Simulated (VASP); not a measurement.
Input of a VASP 6.6.1 run:

INCAR

```
SYSTEM = CdSe
PREC = Accurate
ENCUT = 520
EDIFF = 1E-8
ISMEAR = -1
SIGMA = 0.05
LREAL = .False.
LASPH = .True.
NELM = 100
ALGO = Normal
ISIF = 2
LWAVE = .False.
LCHARG = .True.
GGA = PE
NBANDS = 16
IBRION = 8
NSW = 1
```

Contents of KPOINTS:

```
regular mesh
0
Gamma
  6 6 6
  0 0 0
```

The input POSCAR:

```
CdSe
1.0
    0.0000000000      3.0702711986      3.0702711986
    3.0702711986      0.0000000000      3.0702711986
    3.0702711986      3.0702711986      0.0000000000
Cd Se
1 1
Direct
    0.0000000000      0.0000000000      0.0000000000
    0.2500000000      0.2500000000      0.2500000000
```

Potentials or basis: VASP PAW PBE potentials, release 64 (Cd, Se).

The run is started by

```bash
$ cat potpaw_PBE.64/Cd/POTCAR potpaw_PBE.64/Se/POTCAR > POTCAR
$ mpirun -np 1 vasp_std > vasp.out
```

(1) What does it give for the highest phonon frequency at Γ, LO-TO splitting left out?

Answers

(1) 165 cm⁻¹.

Caveat: the cell wasn't relaxed at this level first, which shifts response properties.
